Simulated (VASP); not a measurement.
# Si2W (I4/mmm) in VASP: further runs

Si2W is run at these levels: PBEsol; tasks: single point.

Program: VASP 6.6.1. These are calculated values, not measurements. Logs are shortened: lines on timing, memory, paths and dates and some standing lists are left out, and cuts for length are marked.

### 1 The cell of the first run

It takes space group I4/mmm (No. 139, tetragonal). Conventional cell: a = 3.214 Å, b = 3.214 Å, c = 7.830 Å, α = 90.00°, β = 90.00°, γ = 90.00°. Within 3.4 Å of Si (site symmetry 4mm) lie 9 Si at 2.59 to 3.21 Å and 5 W at 2.62 Å. W (site symmetry 4/mmm) has 10 Si at 2.62 Å and 4 W at 3.21 Å within 3.4 Å.

### 2 Single point, PBEsol

Input file INCAR:

```
PREC = Accurate ; ENCUT = 520
EDIFF = 1E-6 ; ISMEAR = -1
SIGMA = 0.05 ; LREAL = F
LASPH = T ; NELM = 60
ALGO = Normal ; ISIF = 2
LWAVE = F ; LCHARG = F
GGA = PS ; NBANDS = 18
```

Input file KPOINTS:

```
regular mesh
0
Gamma
  13 13 13
```

Input file POSCAR:

```
Si2W
1.0
   -1.6069000000      1.6069000000      3.9149500000
    1.6069000000     -1.6069000000      3.9149500000
    1.6069000000      1.6069000000     -3.9149500000
Si W
2 1
Direct
    0.3347000000      0.3347000000      0.0000000000
    0.6653000000      0.6653000000      0.0000000000
    0.0000000000      0.0000000000      0.0000000000
```

Potentials or basis: VASP PAW PBE potentials, release 64 (Si, W_sv).

Command:

```bash
$ cat potpaw_PBE.64/Si/POTCAR potpaw_PBE.64/W_sv/POTCAR > POTCAR
$ mpirun -np 1 vasp_std > vasp.out
```

OUTCAR:

```text
PREC = Accurate
   ENCUT = 520
   EDIFF = 1E-6
   ISMEAR = -1
   LREAL = F
   LASPH = T
   NELM = 60
   ISIF = 2
   GGA = PS

 ion  position               nearest neighbor table
   1  0.335  0.335  0.000-   2 2.59   3 2.62   3 2.62   3 2.62   3 2.62   3 2.62   2 2.63   2 2.63
                             2 2.63   2 2.63
   2  0.665  0.665  0.000-   1 2.59   3 2.62   3 2.62   3 2.62   3 2.62   3 2.62   1 2.63   1 2.63
                             1 2.63   1 2.63
   3  0.000  0.000  0.000-   2 2.62   2 2.62   2 2.62   1 2.62   2 2.62   1 2.62   1 2.62   1 2.62
                             1 2.62   2 2.62

  LATTYP: Found a body centered tetragonal cell.
 ALAT       =     3.2138000000
 C/A-ratio  =     2.4363370465

  Lattice vectors:

 A1 = (  -1.6069000000,   1.6069000000,   3.9149500000)
 A2 = (   1.6069000000,  -1.6069000000,   3.9149500000)
 A3 = (   1.6069000000,   1.6069000000,  -3.9149500000)

Analysis of symmetry for initial positions (statically):
=====================================================================
 Subroutine PRICEL returns:
 Original cell was already a primitive cell.

 Routine SETGRP: Setting up the symmetry group for a
 body centered tetragonal supercell.

 Subroutine GETGRP returns: Found 16 space group operations
 (whereof 16 operations were pure point group operations)
 out of a pool of 16 trial point group operations.

The static configuration has the point symmetry D_4h.

Analysis of symmetry for dynamics (positions and initial velocities):
=====================================================================
 Subroutine PRICEL returns:
 Original cell was already a primitive cell.

 Routine SETGRP: Setting up the symmetry group for a
 body centered tetragonal supercell.

 Subroutine GETGRP returns: Found 16 space group operations
 (whereof 16 operations were pure point group operations)
 out of a pool of 16 trial point group operations.

The dynamic configuration has the point symmetry D_4h.

 Subroutine INISYM returns: Found 16 space group operations
 (whereof 16 operations are pure point group operations),
 and found     1 'primitive' translations

----------------------------------------------------------------------------------------

                                     Primitive cell

  volume of cell :      40.4356

  direct lattice vectors                    reciprocal lattice vectors
    -1.606900000  1.606900000  3.914950000     0.000000000  0.311158131  0.127715552
     1.606900000 -1.606900000  3.914950000     0.311158131  0.000000000  0.127715552
     1.606900000  1.606900000 -3.914950000     0.311158131  0.311158131  0.000000000

  length of vectors
     4.526708376  4.526708376  4.526708376     0.336348992  0.336348992  0.440044048

  position of ions in fractional coordinates (direct lattice)
     0.334700000  0.334700000  0.000000000
     0.665300000  0.665300000  0.000000000
     0.000000000  0.000000000  0.000000000

  ion indices of the primitive-cell ions
   primitive index   ion index
                 1           1
                 2           2
                 3           3

----------------------------------------------------------------------------------------

 KPOINTS: regular mesh

Automatic generation of k-mesh.
 Grid dimensions read from file:
 generate k-points for:   13   13   13

 Generating k-lattice:

  Cartesian coordinates                     Fractional coordinates (reciprocal lattice)
     0.000000000  0.023935241  0.009824273     0.076923077  0.000000000  0.000000000
     0.023935241  0.000000000  0.009824273     0.000000000  0.076923077  0.000000000
     0.023935241  0.023935241  0.000000000     0.000000000  0.000000000  0.076923077

  Length of vectors
     0.025872999  0.025872999  0.033849542

  Shift w.r.t. Gamma in fractional coordinates (k-lattice)
     0.000000000  0.000000000  0.000000000

 Subroutine IBZKPT returns following result:
 ===========================================

 Found    196 irreducible k-points:

 Following reciprocal coordinates:
            Coordinates               Weight
  0.000000  0.000000  0.000000      1.000000
  0.076923  0.000000 -0.000000      8.000000
  0.153846  0.000000 -0.000000      8.000000
  0.230769  0.000000  0.000000      8.000000
  0.307692  0.000000 -0.000000      8.000000
  0.384615  0.000000 -0.000000      8.000000
[... 16 lines left out ...]
  0.384615  0.153846  0.000000     16.000000
  0.461538  0.153846  0.000000     16.000000
 [... further k-points ...]
   k-points           NKPTS =    196   k-points in BZ     NKDIM =    196   number of bands    NBANDS=     18
   number of dos      NEDOS =    301   number of ions     NIONS =      3
   total plane-waves  NPLWV =  46656
   dimension x,y,z NGX =    36 NGY =   36 NGZ =   36
   dimension x,y,z NGXF=    72 NGYF=   72 NGZF=   72
   ions per type =               2   1
   NGX,Y,Z   is equivalent  to a cutoff of  13.22, 13.22, 13.22 a.u.
   NGXF,Y,Z  is equivalent  to a cutoff of  26.44, 26.44, 26.44 a.u.
 SYSTEM =  unknown system
   PREC   = accura    normal or accurate (medium, high low for compatibility)
   ISTART =      0    job   : 0-new  1-cont  2-samecut
   ICHARG =      2    charge: 1-file 2-atom 10-const
   ISPIN  =      1    spin polarized calculation?
   LNONCOLLINEAR =      F non collinear calculations
   LSORBIT =      F    spin-orbit coupling
   LASPH  =      T    aspherical Exc in radial PAW
   ENCUT  =  520.0 eV  38.22 Ry    6.18 a.u.   8.42  8.42  8.42*2*pi/ulx,y,z
   NELM   =     60;   NELMIN=  2; NELMDL= -5     # of ELM steps
   EDIFF  = 0.1E-05   stopping-criterion for ELM
   LREAL  =      F    real-space projection
   EDIFFG = 0.1E-04   stopping-criterion for IOM
   NSW    =      0    number of steps for IOM
   IBRION =     -1    ionic relax: 0-MD 1-quasi-New 2-CG
   NFREE  =      0    steps in history (QN), initial steepest desc. (CG)
   ISIF   =      2    stress and relaxation
   ISYM   =      2    0-nonsym 1-usesym 2-fastsym
   POTIM  = 0.5000    time-step for ionic-motion
   TEBEG  =    0.0;   TEEND  =   0.0 temperature during run
   PSTRESS=    0.0 pullay stress
   NELECT =      22.0000    total number of electrons
   NUPDOWN=      -1.0000    fix difference up-down
   EMIN   =  10.00;   EMAX   =-10.00  energy-range for DOS
   EFERMI =   0.00;   METHOD = LEGACY
   ISMEAR =    -1;   SIGMA  =   0.05  broadening in eV -4-tet -1-fermi 0-gaus
   EFERMI_NEDOS =   21; number of points for ismear=-14 and -15
   IALGO  =     38    algorithm
   IMIX   =      4    mixing-type and parameters
     AMIX     =   0.40;   BMIX     =  1.00
     AMIX_MAG =   1.60;   BMIX_MAG =  1.00
  volume/ion in A,a.u.               =      13.48        90.96
  Fermi-wavevector in a.u.,A,eV,Ry     =   1.336476  2.525573 24.302284  1.786167
  Thomas-Fermi vector in A             =   2.465099
   LORBIT       =      0    0 simple, 1 ext, 2 COOP (PROOUT), +10 PAW based schemes
   GGA     = PS    functional components
   LHFCALC =     F    Hartree Fock is set to
   AEXX    =    0.0000 exact exchange contribution
   IVDW    =     0    specifies the selected vdW correction
   LEPSILON=     F    determine dielectric tensor
   LRPA    =     F    only Hartree local field effects (RPA)
 non-spin polarized calculation
  energy-cutoff  :      520.00
  volume of cell :       40.44
 maximum number of plane-waves:      1108
 NGX is ok and might be reduce to    36
   NGX = 17   NGY = 17   NGZ = 17

 number of electron      21.9999999 magnetization

 Free energy of the ion-electron system (eV)
  ---------------------------------------------------
  ext. energy  EPLUGINS =         0.00000000
  ---------------------------------------------------
  free energy    TOTEN  =       -26.63958865 eV

  energy without entropy =      -26.63795956  energy(sigma->0) =      -26.63877410

 E-fermi :  11.8752     XC(G=0): -12.6062

 val. band max:       11.8470206080   @ k =  -0.3846  -0.4615   0.3846
 cond. band min:      11.9244565150   @ k =  -0.3846  -0.4615   0.3077
 fundamental gap:      0.0774359070
 Fermi energy:        11.8752075717

 k-point     1 :       0.0000    0.0000    0.0000
  band No.  band energies     occupation
      1     -61.9471      2.00000
      2     -26.2106      2.00000
      3     -26.1907      2.00000
      4     -26.1907      2.00000
      5      -2.2102      2.00000
      6       4.9974      2.00000
[... 10 lines left out ...]
     17      17.5634      0.00000
     18      17.5634      0.00000

 k-point     2 :       0.0769    0.0000   -0.0000
  band No.  band energies     occupation
      1     -61.9466      2.00000
      2     -26.2096      2.00000
      3     -26.2034      2.00000
      4     -26.1895      2.00000
      5      -2.0969      2.00000
      6       5.0073      2.00000
[... 10 lines left out ...]
     17      17.5752      0.00000
     18      17.9722      0.00000

 k-point     3 :       0.1538    0.0000   -0.0000
  band No.  band energies     occupation
      1     -61.9454      2.00000
      2     -26.2386      2.00000
      3     -26.2070      2.00000
      4     -26.1863      2.00000
      5      -1.7618      2.00000
      6       4.9986      2.00000
[... 10 lines left out ...]
     17      17.8011      0.00000
     18      18.9067      0.00000

 k-point     4 :       0.2308    0.0000    0.0000
  band No.  band energies     occupation
      1     -61.9437      2.00000
      2     -26.2878      2.00000
      3     -26.2033      2.00000
      4     -26.1818      2.00000
      5      -1.2190      2.00000
      6       4.8227      2.00000
[... 375 lines left out ...]
      4     -26.1964      2.00000
      5       0.1072      2.00000
      6       3.9763      2.00000
[... 10 lines left out ...]
     17      18.9555      0.00000
     18      20.1658      0.00000

 k-point    23 :       0.3846    0.1538    0.0000
  band No.  band energies     occupation
      1     -61.9388      2.00000
      2     -26.3759      2.00000
      3     -26.2189      2.00000
      4     -26.1924      2.00000
      5       0.9715      2.00000
      6       3.3185      2.00000
[... 10 lines left out ...]
     17      19.1502      0.00000
     18      20.3638      0.00000

 k-point    24 :       0.4615    0.1538    0.0000
  band No.  band energies     occupation
      1     -61.9379      2.00000
      2     -26.3994      2.00000
      3     -26.2163      2.00000
      4     -26.1897      2.00000
      5       1.9187      2.00000
      6       2.3949      2.00000
[... 10 lines left out ...]
     17      19.2817      0.00000
     18      20.5701      0.00000

 [... further k-points ...]

------------------------ aborting loop because EDIFF is reached ----------------------------------------

  FORCE on cell =-STRESS in cart. coord.  units (eV):
  Direction    XX          YY          ZZ          XY          YZ          ZX
  --------------------------------------------------------------------------------------
  -------------------------------------------------------------------------------------
  Total       -0.4596147     -0.4596147     -0.3445666      0.0000000      0.0000000      0.0000000
  in kB      -18.2112847    -18.2112847    -13.6527391      0.0000000      0.0000000      0.0000000
  external PRESSURE =     -16.6917695 kB  Pullay stress =       0.0000000 kB

 VOLUME and BASIS-vectors are now :
 -----------------------------------------------------------------------------
  energy-cutoff  :      520.00
  volume of cell :       40.44
      direct lattice vectors                 reciprocal lattice vectors
    -1.606900000  1.606900000  3.914950000     0.000000000  0.311158131  0.127715552
     1.606900000 -1.606900000  3.914950000     0.311158131  0.000000000  0.127715552
     1.606900000  1.606900000 -3.914950000     0.311158131  0.311158131  0.000000000

 POSITION                                       TOTAL-FORCE (eV/Angst)
 -----------------------------------------------------------------------------------
      0.00000      0.00000      2.62067         0.000000      0.000000     -0.016804
      0.00000      0.00000      5.20923        -0.000000     -0.000000      0.016804
      0.00000      0.00000      0.00000        -0.000000     -0.000000      0.000000
 -----------------------------------------------------------------------------------
    total drift:                               -0.000000     -0.000000      0.000000

  FREE ENERGIE OF THE ION-ELECTRON SYSTEM (eV)
  ---------------------------------------------------
  free  energy   TOTEN  =       -26.6395886485 eV

  energy  without entropy=      -26.6379595576  energy(sigma->0) =      -26.63877410
```

Wall time 68 s (1 thread of Intel Xeon 6975P-C (Granite Rapids), shared host); peak memory 0.29 GiB.

What came out:

| Item | Value |
| --- | --- |
| Free energy | -26.6396 eV |
| Pressure | -1.7 GPa |
| Largest force | 0.017 eV/Å |
| Band gap on the k mesh | zero (band 11 reaches 12.58 eV, above the bottom of band 12 at 11.39 eV) |

Forces on the atoms (eV/Å):
```
Si   0.000  0.000 -0.017
Si   0.000  0.000  0.017
W    0.000  0.000  0.000
```

Caveat: the PAW data sets were made with another functional, which shifts forces and pressure a little; spin-orbit coupling is left out, which moves the levels of the heavy elements.

### 3 Single point, PBEsol (shortest bond scaled by 1.1)

Input file INCAR:

```
SYSTEM = Si2W
PREC = Accurate ; ENCUT = 520
EDIFF = 1E-7 ; ISMEAR = -1
SIGMA = 0.05 ; LREAL = .FALSE.
LASPH = .TRUE. ; NELM = 100
ALGO = Normal ; ISIF = 2
LWAVE = .FALSE. ; LCHARG = .FALSE.
GGA = PS ; NBANDS = 18
```

Input file KPOINTS:

```
regular mesh
0
G
  13 13 13
  0 0 0
```

Input file POSCAR:

```
Si2W
1.0
   -1.6069000000      1.6069000000      3.9149500000
    1.6069000000     -1.6069000000      3.9149500000
    1.6069000000      1.6069000000     -3.9149500000
Si W
2 1
Direct
    0.3181700000      0.3181700000      0.0000000000
    0.6818300000      0.6818300000      0.0000000000
    0.0000000000      0.0000000000      0.0000000000
```

Potentials or basis: VASP PAW PBE potentials, release 64 (Si, W_sv).

Command:

```bash
$ cat potpaw_PBE.64/Si/POTCAR potpaw_PBE.64/W_sv/POTCAR > POTCAR
$ mpirun -np 1 vasp_std > vasp.out
```

It took 80 s on 1 thread of Intel Xeon 6975P-C (Granite Rapids), shared host; peak memory 0.3 GiB.

Results (log left out):

| Quantity | Value |
| --- | --- |
| Free energy | -26.3241 eV |
| Pressure | -1.0 GPa |
| Largest force | 2.382 eV/Å |
| Band gap on the k mesh | zero (band 11 reaches 12.95 eV, above the bottom of band 12 at 11.34 eV) |

Forces in eV/Å, atoms in the order of the input:
```
Si   0.000  0.000  2.382
Si   0.000  0.000 -2.382
W    0.000  0.000  0.000
```

Stress tensor (GPa, compression positive):
```
-2.54  0.00  0.00
 0.00 -2.54  0.00
 0.00  0.00  2.04
```

Levels at points of the mesh, in eV from the Fermi level:
| k point | band 7 | band 8 | band 9 | band 10 | band 11 | band 12 | band 13 | band 14 | band 15 | band 16 |
| --- | --- | --- | --- | --- | --- | --- | --- | --- | --- | --- |
| (0.00, 0.00, 0.00) | -3.74 | -3.24 | -3.24 | -3.01 | 0.93 | 2.25 | 2.30 | 3.96 | 3.96 | 4.42 |

Caveat: the cell differs from its parent crystal (shortest bond scaled by 1.1); the PAW data sets were made with another functional, which shifts forces and pressure a little; spin-orbit coupling is left out, which moves the levels of the heavy elements.

(Continued in part 2 of 2.)
